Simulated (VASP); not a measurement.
# AlNi in VASP: a series of runs

Aim: see how the results for AlNi move with the level of theory and the settings. Levels: PBE, PBEsol, LDA. Tasks: single point.

Everything below comes from runs of VASP 6.6.1. Logs are shortened: lines on timing, memory, paths and dates and some standing lists are left out, and cuts for length are marked.

**1. The cell of the first run**

Symmetry: Cmmm, No. 65, orthorhombic system. Conventional cell: a = 3.903 Å, b = 3.932 Å, c = 3.120 Å, α = 90.00°, β = 90.00°, γ = 90.00°. Within 3.3 Å of Ni (site symmetry mmm) lie 8 Al at 2.50 to 2.51 Å and 6 Ni at 2.77 to 3.12 Å. Al (site symmetry mmm) has 8 Ni at 2.50 to 2.51 Å and 6 Al at 2.77 to 3.12 Å within 3.3 Å.

**2. Single point, PBE, collinear spin, ferromagnetic start**

The input, INCAR:

```
SYSTEM = AlNi
PREC     = Accurate       ! precision mode
ENCUT    = 520            ! plane-wave cutoff, eV
EDIFF    = 1E-6           ! SCF threshold, eV
ISMEAR   = -1             ! smearing method
SIGMA    = 0.05           ! smearing width, eV
LREAL    = .FALSE.        ! projectors in reciprocal space
LASPH    = .TRUE.         ! aspherical terms in the spheres
NELM     = 150            ! most SCF steps
ALGO     = Fast           ! electronic algorithm
ISIF     = 2              ! what is computed and relaxed
LWAVE    = .FALSE.        ! write WAVECAR
LCHARG   = .TRUE.         ! write CHGCAR
ISPIN    = 2              ! spin polarisation
MAGMOM   = 1 0            ! initial moments
LORBIT   = 11             ! projections on sites
LMAXMIX  = 4              ! l up to which the mixer works
GGA      = PE             ! functional
LELF     = .TRUE.         ! ELF
LVHAR    = .TRUE.       
NBANDS   = 18             ! bands
```

The input, KPOINTS:

```
Automatic mesh
0
G
  10 10 9
  0 0 0
```

The input, POSCAR:

```
AlNi
1.0
    1.9515334073     -1.9661255611      0.0000000000
    1.9515334073      1.9661255611      0.0000000000
    0.0000000000      0.0000000000      3.1199566663
Ni Al
1 1
Direct
    0.5000000000      0.5000000000      0.5000000000
    0.0000000000      0.0000000000      0.0000000000
```

Potentials or basis: VASP PAW PBE potentials, release 64 (Ni, Al).

Run with:

```bash
cat potpaw_PBE.64/Ni/POTCAR potpaw_PBE.64/Al/POTCAR > POTCAR
mpirun -np 1 vasp_std > vasp.out
```

OUTCAR:

```text
SYSTEM = AlNi
   PREC = Accurate
   ENCUT = 520
   EDIFF = 1E-6
   ISMEAR = -1
   LREAL = .FALSE.
   LASPH = .TRUE.
   NELM = 150
   ISIF = 2
   ISPIN = 2
   LORBIT = 11
   GGA = PE

 ion  position               nearest neighbor table
   1  0.500  0.500  0.500-   2 2.50   2 2.50   2 2.50   2 2.50   2 2.51   2 2.51   2 2.51   2 2.51

   2  0.000  0.000  0.000-   1 2.50   1 2.50   1 2.50   1 2.50   1 2.51   1 2.51   1 2.51   1 2.51

  LATTYP: Found a base centered orthorhombic cell.
 ALAT       =     3.9030668146
 B/A-ratio  =     1.0074772759
 C/A-ratio  =     0.7993603017

  Lattice vectors:

 A1 = (   1.9515334073,  -1.9661255611,   0.0000000000)
 A2 = (   1.9515334073,   1.9661255611,   0.0000000000)
 A3 = (   0.0000000000,   0.0000000000,   3.1199566663)

Analysis of symmetry for initial positions (statically):
=====================================================================
 Subroutine PRICEL returns:
 Original cell was already a primitive cell.

 Routine SETGRP: Setting up the symmetry group for a
 base centered orthorhombic supercell.

 Subroutine GETGRP returns: Found  8 space group operations
 (whereof  8 operations were pure point group operations)
 out of a pool of  8 trial point group operations.

The static configuration has the point symmetry D_2h.

Analysis of symmetry for dynamics (positions and initial velocities):
=====================================================================
 Subroutine PRICEL returns:
 Original cell was already a primitive cell.

 Routine SETGRP: Setting up the symmetry group for a
 base centered orthorhombic supercell.

 Subroutine GETGRP returns: Found  8 space group operations
 (whereof  8 operations were pure point group operations)
 out of a pool of  8 trial point group operations.

The dynamic configuration has the point symmetry D_2h.

Analysis of structural, dynamic, and magnetic symmetry:
=====================================================================
 Subroutine PRICEL returns:
 Original cell was already a primitive cell.

 Routine SETGRP: Setting up the symmetry group for a
 base centered orthorhombic supercell.

 Subroutine GETGRP returns: Found  8 space group operations
 (whereof  8 operations were pure point group operations)
 out of a pool of  8 trial point group operations.

The overall configuration has the point symmetry D_2h.

 Subroutine INISYM returns: Found  8 space group operations
 (whereof  8 operations are pure point group operations),
 and found     1 'primitive' translations

----------------------------------------------------------------------------------------

                                     Primitive cell

  volume of cell :      23.9423

  direct lattice vectors                    reciprocal lattice vectors
     1.951533407 -1.966125561  0.000000000     0.256208783 -0.254307258  0.000000000
     1.951533407  1.966125561  0.000000000     0.256208783  0.254307258  0.000000000
     0.000000000  0.000000000  3.119956666     0.000000000  0.000000000  0.320517272

  length of vectors
     2.770222439  2.770222439  3.119956666     0.360991859  0.360991859  0.320517272

  position of ions in fractional coordinates (direct lattice)
     0.500000000  0.500000000  0.500000000
     0.000000000  0.000000000  0.000000000

  ion indices of the primitive-cell ions
   primitive index   ion index
                 1           1
                 2           2

----------------------------------------------------------------------------------------

 KPOINTS: Automatic mesh

Automatic generation of k-mesh.
 Grid dimensions read from file:
 generate k-points for:   10   10    9

 Generating k-lattice:

  Cartesian coordinates                     Fractional coordinates (reciprocal lattice)
     0.025620878 -0.025430726  0.000000000     0.100000000  0.000000000  0.000000000
     0.025620878  0.025430726  0.000000000     0.000000000  0.100000000  0.000000000
     0.000000000  0.000000000  0.035613030     0.000000000  0.000000000  0.111111111

  Length of vectors
     0.036099186  0.036099186  0.035613030

  Shift w.r.t. Gamma in fractional coordinates (k-lattice)
     0.000000000  0.000000000  0.000000000

 Subroutine IBZKPT returns following result:
 ===========================================

 Found    155 irreducible k-points:

 Following reciprocal coordinates:
            Coordinates               Weight
  0.000000  0.000000  0.000000      1.000000
  0.100000  0.000000  0.000000      4.000000
  0.200000  0.000000  0.000000      4.000000
  0.300000  0.000000  0.000000      4.000000
  0.400000  0.000000  0.000000      4.000000
  0.500000  0.000000  0.000000      2.000000
[... 16 lines left out ...]
  0.300000  0.300000  0.000000      2.000000
  0.400000  0.300000  0.000000      4.000000
 [... further k-points ...]
   k-points           NKPTS =    155   k-points in BZ     NKDIM =    155   number of bands    NBANDS=     18
   number of dos      NEDOS =    301   number of ions     NIONS =      2
   total plane-waves  NPLWV =  13824
   dimension x,y,z NGX =    24 NGY =   24 NGZ =   24
   dimension x,y,z NGXF=    48 NGYF=   48 NGZF=   48
   ions per type =               1   1
   NGX,Y,Z   is equivalent  to a cutoff of  14.40, 14.40, 12.79 a.u.
   NGXF,Y,Z  is equivalent  to a cutoff of  28.81, 28.81, 25.58 a.u.
 SYSTEM =  AlNi
   PREC   = accura    normal or accurate (medium, high low for compatibility)
   ISTART =      0    job   : 0-new  1-cont  2-samecut
   ICHARG =      2    charge: 1-file 2-atom 10-const
   ISPIN  =      2    spin polarized calculation?
   LNONCOLLINEAR =      F non collinear calculations
   LSORBIT =      F    spin-orbit coupling
   LASPH  =      T    aspherical Exc in radial PAW
   ENCUT  =  520.0 eV  38.22 Ry    6.18 a.u.   5.15  5.15  5.80*2*pi/ulx,y,z
   NELM   =    150;   NELMIN=  2; NELMDL= -5     # of ELM steps
   EDIFF  = 0.1E-05   stopping-criterion for ELM
   LREAL  =      F    real-space projection
   EDIFFG = 0.1E-04   stopping-criterion for IOM
   NSW    =      0    number of steps for IOM
   IBRION =     -1    ionic relax: 0-MD 1-quasi-New 2-CG
   NFREE  =      0    steps in history (QN), initial steepest desc. (CG)
   ISIF   =      2    stress and relaxation
   ISYM   =      2    0-nonsym 1-usesym 2-fastsym
   POTIM  = 0.5000    time-step for ionic-motion
   TEBEG  =    0.0;   TEEND  =   0.0 temperature during run
   PSTRESS=    0.0 pullay stress
   NELECT =      13.0000    total number of electrons
   NUPDOWN=      -1.0000    fix difference up-down
   EMIN   =  10.00;   EMAX   =-10.00  energy-range for DOS
   EFERMI =   0.00;   METHOD = LEGACY
   ISMEAR =    -1;   SIGMA  =   0.05  broadening in eV -4-tet -1-fermi 0-gaus
   EFERMI_NEDOS =   21; number of points for ismear=-14 and -15
   IALGO  =     68    algorithm
   IMIX   =      4    mixing-type and parameters
     AMIX     =   0.40;   BMIX     =  1.00
     AMIX_MAG =   1.60;   BMIX_MAG =  1.00
  volume/ion in A,a.u.               =      11.97        80.79
  Fermi-wavevector in a.u.,A,eV,Ry     =   1.335572  2.523865 24.269432  1.783753
  Thomas-Fermi vector in A             =   2.464266
   LORBIT       =     11    0 simple, 1 ext, 2 COOP (PROOUT), +10 PAW based schemes
   GGA     = PE    functional components
   LHFCALC =     F    Hartree Fock is set to
   AEXX    =    0.0000 exact exchange contribution
   IVDW    =     0    specifies the selected vdW correction
   LEPSILON=     F    determine dielectric tensor
   LRPA    =     F    only Hartree local field effects (RPA)
 spin polarized calculation
 RMM-DIIS sequential band-by-band and
  energy-cutoff  :      520.00
  volume of cell :       23.94
 maximum number of plane-waves:       656
 NGX is ok and might be reduce to    24
   NGX = 11   NGY = 11   NGZ = 11

 number of electron      12.9999999 magnetization       0.0030908

 number of electron      12.9999999 magnetization      -0.0002944

 Free energy of the ion-electron system (eV)
  ---------------------------------------------------
  ext. energy  EPLUGINS =         0.00000000
  ---------------------------------------------------
  free energy    TOTEN  =       -10.49933266 eV

  energy without entropy =      -10.49185076  energy(sigma->0) =      -10.49559171

 E-fermi :   9.9973     XC(G=0): -12.0422

 val. band max:        9.9903252536   @ k =  -0.4000   0.2000   0.1111
 cond. band min:      10.0434154236   @ k =   0.4000   0.3000   0.1111
 fundamental gap:      0.0530901700
 Fermi energy:         9.9973190288

 spin component 1

 k-point     1 :       0.0000    0.0000    0.0000
  band No.  band energies     occupation
      1      -1.1320      1.00000
      2       6.6902      1.00000
      3       6.8364      1.00000
      4       8.3981      1.00000
      5       8.4166      1.00000
      6       8.6913      1.00000
[... 10 lines left out ...]
     17      33.1662      0.00000
     18      33.4592      0.00000

 k-point     2 :       0.1000    0.0000    0.0000
  band No.  band energies     occupation
      1      -0.9334      1.00000
      2       6.7406      1.00000
      3       6.8525      1.00000
      4       8.2683      1.00000
      5       8.4192      1.00000
      6       8.6156      1.00000
[... 10 lines left out ...]
     17      32.7755      0.00000
     18      33.5247      0.00000

 k-point     3 :       0.2000    0.0000    0.0000
  band No.  band energies     occupation
      1      -0.3439      1.00000
      2       6.7587      1.00000
      3       6.9224      1.00000
      4       7.9557      1.00000
      5       8.4279      1.00000
      6       8.4483      1.00000
[... 412 lines left out ...]
 k-point    23 :       0.3000    0.3000    0.0000
  band No.  band energies     occupation
      1       2.2747      1.00000
      2       6.5970      1.00000
      3       7.1969      1.00000
      4       7.7233      1.00000
      5       7.9104      1.00000
      6       7.9378      1.00000
[... 10 lines left out ...]
     17      32.4001      0.00000
     18      34.4691      0.00000

 k-point    24 :       0.4000    0.3000    0.0000
  band No.  band energies     occupation
      1       3.4375      1.00000
      2       5.9469      1.00000
      3       7.4303      1.00000
      4       7.5944      1.00000
      5       7.8970      1.00000
      6       7.9215      1.00000
[... 10 lines left out ...]
     17      32.8691      0.00000
     18      33.8239      0.00000

 [... further k-points ...]

 spin component 2

 k-point     1 :       0.0000    0.0000    0.0000
  band No.  band energies     occupation
      1      -1.1319      1.00000
      2       6.6897      1.00000
      3       6.8354      1.00000
      4       8.3975      1.00000
      5       8.4159      1.00000
      6       8.6903      1.00000
[... 10 lines left out ...]
     17      33.1619      0.00000
     18      33.1725      0.00000

 k-point     2 :       0.1000    0.0000    0.0000
  band No.  band energies     occupation
      1      -0.9334      1.00000
      2       6.7402      1.00000
      3       6.8514      1.00000
      4       8.2677      1.00000
      5       8.4185      1.00000
      6       8.6147      1.00000
[... 10 lines left out ...]
     17      32.7756      0.00000
     18      33.5288      0.00000

 k-point     3 :       0.2000    0.0000    0.0000
  band No.  band energies     occupation
      1      -0.3438      1.00000
      2       6.7580      1.00000
      3       6.9216      1.00000
      4       7.9551      1.00000
      5       8.4270      1.00000
      6       8.4476      1.00000
[... 412 lines left out ...]
 k-point    23 :       0.3000    0.3000    0.0000
  band No.  band energies     occupation
      1       2.2747      1.00000
      2       6.5965      1.00000
      3       7.1963      1.00000
      4       7.7227      1.00000
      5       7.9098      1.00000
      6       7.9372      1.00000
[... 10 lines left out ...]
     17      32.3999      0.00000
     18      34.4692      0.00000

 k-point    24 :       0.4000    0.3000    0.0000
  band No.  band energies     occupation
      1       3.4375      1.00000
      2       5.9466      1.00000
      3       7.4297      1.00000
      4       7.5938      1.00000
      5       7.8964      1.00000
      6       7.9209      1.00000
[... 10 lines left out ...]
     17      32.8691      0.00000
     18      33.8237      0.00000

 [... further k-points ...]
[... 5 lines left out ...]
  --------------------------------------------------------------------------------------
  -------------------------------------------------------------------------------------
  Total        0.8504880      0.6118807     -0.2874075      0.0000000      0.0000000      0.0000000
  in kB       56.9131960     40.9460041    -19.2328169      0.0000000      0.0000000      0.0000000
  external PRESSURE =      26.2087944 kB  Pullay stress =       0.0000000 kB

 VOLUME and BASIS-vectors are now :
 -----------------------------------------------------------------------------
  energy-cutoff  :      520.00
  volume of cell :       23.94
      direct lattice vectors                 reciprocal lattice vectors
     1.951533407 -1.966125561  0.000000000     0.256208783 -0.254307258  0.000000000
     1.951533407  1.966125561  0.000000000     0.256208783  0.254307258  0.000000000
     0.000000000  0.000000000  3.119956666     0.000000000  0.000000000  0.320517272

 POSITION                                       TOTAL-FORCE (eV/Angst)
 -----------------------------------------------------------------------------------
      1.95153      0.00000      1.55998         0.000000      0.000000      0.000000
      0.00000      0.00000      0.00000        -0.000000      0.000000      0.000000
 -----------------------------------------------------------------------------------
    total drift:                                0.000000      0.000000     -0.000000

  FREE ENERGIE OF THE ION-ELECTRON SYSTEM (eV)
  ---------------------------------------------------
  free  energy   TOTEN  =       -10.4993326560 eV

  energy  without entropy=      -10.4918507628  energy(sigma->0) =      -10.49559171

 total charge

# of ion       s       p       d       tot
------------------------------------------
    1        0.477   0.514   8.468   9.459
    2        0.386   0.416   0.000   0.802
--------------------------------------------------
tot          0.864   0.930   8.468  10.261

 magnetization (x)

# of ion       s       p       d       tot
------------------------------------------
    1       -0.000   0.000  -0.000  -0.000
    2        0.000  -0.000   0.000  -0.000
--------------------------------------------------
tot         -0.000   0.000  -0.000  -0.000
```

Wall time 38 s (1 thread of Intel Xeon 6975P-C (Granite Rapids), shared host); peak memory 0.22 GiB.

Results:

```
Free energy                                           : -10.4993 eV
Pressure                                              : 2.6 GPa
Net moment                                            : 0.00 μB per cell
Valence electrons inside the program's atomic spheres : Ni 9.46; Al 0.80
```

Levels at points of the mesh, in eV from the Fermi level:
Spin up:
```tsv
k point	band 3	band 4	band 5	band 6	band 7	band 8	band 9	band 10	band 11	band 12
(0.00, 0.00, 0.00)	-3.16	-1.60	-1.58	-1.31	2.91	6.95	7.00	7.10	8.60	14.30
(0.50, 0.00, 0.00)	-2.70	-2.67	-2.01	-1.47	-0.34	7.75	7.90	9.21	11.55	12.51
(0.50, 0.50, 0.00)	-2.38	-2.36	-2.36	-2.26	-0.81	2.20	3.17	10.61	13.39	13.52
```
Spin down:
| k point | band 4 | band 5 | band 6 | band 7 | band 8 | band 9 | band 10 | band 11 |
| --- | --- | --- | --- | --- | --- | --- | --- | --- |
| (0.00, 0.00, 0.00) | -1.60 | -1.58 | -1.31 | 2.91 | 6.95 | 7.00 | 7.10 | 8.60 |
| (0.50, 0.00, 0.00) | -2.67 | -2.01 | -1.47 | -0.34 | 7.75 | 7.90 | 9.21 | 11.55 |
| (0.50, 0.50, 0.00) | -2.36 | -2.36 | -2.26 | -0.81 | 2.20 | 3.17 | 10.61 | 13.39 |

(Continued in part 2 of 3.)
